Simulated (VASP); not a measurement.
Here is a VASP 6.6.1 calculation.

INCAR

```
PREC = Accurate
ENCUT = 520
EDIFF = 1E-6
ISMEAR = -1
SIGMA = 0.1
LREAL = False
LASPH = True
NELM = 60
ALGO = Normal
ISIF = 2
LWAVE = False
LCHARG = True
GGA = CA
LELF = True
LVHAR = True
NBANDS = 12
```

File KPOINTS:

```
Automatic mesh
0
Gamma
  20 20 20
```

Contents of POSCAR:

```
Sc
1.0
   -1.7855579777      1.7855579777      1.7855579777
    1.7855579777     -1.7855579777      1.7855579777
    1.7855579777      1.7855579777     -1.7855579777
Sc
1
Direct
    0.0000000000      0.0000000000      0.0000000000
```

Potentials or basis: VASP PAW LDA potentials, release 64 (Sc_sv).

The run is started by

```bash
$ cat potpaw_LDA.64/Sc_sv/POTCAR > POTCAR
$ mpirun -np 1 vasp_std > vasp.out
```

Q: Predict the pressure.

A: 0.0 GPa.
